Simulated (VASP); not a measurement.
Wanted: the native input for a VASP 6.6.1 run.

* Task: single point
* Functional: PBE-based global hybrid
* Potentials or basis: VASP PAW PBE potentials, release 64 (Li_sv, H)
* Cutoff: 520 eV
* k mesh: 4 × 4 × 4
* Occupations: gaussian, width 0.01 eV
* Spin: no spin polarisation
* Dipole correction: no
* Grid for exact exchange (PRECFOCK): Normal
* Share of exact exchange: 0.5
* Further INCAR settings: ALGO = Normal; EDIFF = 1e-06; NBANDS = 9

The system is LiH.

```
CELL_PARAMETERS angstrom
2.50166 0.00000 0.00000
0.00000 2.50166 0.00000
0.00000 0.00000 2.50166
ATOMIC_POSITIONS crystal
Li 0.00000 0.00000 0.00000
H 0.50000 0.50000 0.50000
```

The input as run:

POSCAR

```
LiH
1.0
    2.5016587112      0.0000000000      0.0000000000
    0.0000000000      2.5016587112      0.0000000000
    0.0000000000      0.0000000000      2.5016587112
Li H
1 1
Direct
    0.0000000000      0.0000000000      0.0000000000
    0.5000000000      0.5000000000      0.5000000000
```

INCAR.step1

```
SYSTEM = LiH
  PREC = Accurate
  ENCUT = 520
  EDIFF = 1E-5
  ISMEAR = 0
  SIGMA = 0.01
  LREAL = .False.
  LASPH = .True.
  NELM = 60
  ALGO = Normal
  ISIF = 2
  LWAVE = .True.
  LCHARG = .False.
  GGA = PE
  NBANDS = 9
```

INCAR.step2

```
SYSTEM = LiH
  PREC = Accurate
  ENCUT = 520
  EDIFF = 1E-6
  ISMEAR = 0
  SIGMA = 0.01
  LREAL = .False.
  LASPH = .True.
  NELM = 60
  ALGO = Normal
  ISIF = 2
  LWAVE = .False.
  LCHARG = .False.
  GGA = PE
  LHFCALC = .True.
  AEXX = 0.5
  PRECFOCK = Normal
  ISTART = 1
  NBANDS = 9
```

KPOINTS

```
Automatic mesh
0
Gamma
  4 4 4
  0 0 0
```

Potentials or basis: VASP PAW PBE potentials, release 64 (Li_sv, H).

Command:

```sh
$ cat potpaw_PBE.64/Li_sv/POTCAR potpaw_PBE.64/H/POTCAR > POTCAR
$ cp INCAR.step1 INCAR
$ mpirun -np 1 vasp_std > vasp.out
$ cp INCAR.step2 INCAR
$ mpirun -np 1 vasp_std > vasp.out
```

It gave:

- Band gap on the k mesh: 3.88 eV, indirect (least direct gap 8.06 eV)

Caveat: the k points lie up to 0.63 Å⁻¹ apart.

It took 5.3 s on 1 thread of Intel(R) Xeon(R) 6975P-C (Granite Rapids), on a shared host, peak memory 0.11 GiB.
